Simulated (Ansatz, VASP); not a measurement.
**Se2O in VASP and in Ansatz**

```
Se O
1.0
     5.19945    0.00000    0.00000
     0.00000    9.43871    0.00000
     0.00000    0.00000    3.00632
Se O
4 2
Cartesian
  1.0014 4.1688 0.0000
  4.1981 5.2699 0.0000
  3.6011 0.5505 1.5032
  1.5983 8.8882 1.5032
  0.0000 0.0000 0.0000
  2.5997 4.7194 1.5032
```

Alike in both runs: functional PBE; k mesh 8 × 4 × 12; occupations gaussian, width 0.01 eV; no spin polarisation.

Ansatz relaxed the structure, and its values are those at the end. VASP's run is a single point on that final structure, the one shown.

|  | VASP | Ansatz |
| --- | --- | --- |
| version | VASP 6.6.1 | Ansatz 0.2.0 |
| potentials or method | VASP PAW PBE potentials, release 64 (Se, O), cutoff 520 eV | scalar-relativistic, plane waves, PAW |
| valence electrons in the cell | 36 | 76 |

Ansatz gave:

```
gap on the k mesh at the Fermi level (eV) : none
pressure (GPa)                            : 0.0
rms of the force components (eV/Å)        : 0.001
```

Question: Estimate VASP's values.

Answer: gap on the k mesh at the Fermi level (eV): none; pressure (GPa): 0.0; rms of the force components (eV/Å): 0.014.

A gap of «none» marks a metal or a gap that the smearing closes. The functional is the same, so the differences come from potentials, cutoffs and numerics. VASP's potentials hold 36 valence electrons a cell and Ansatz's 76, so a difference there can come from the potentials and not from the codes.
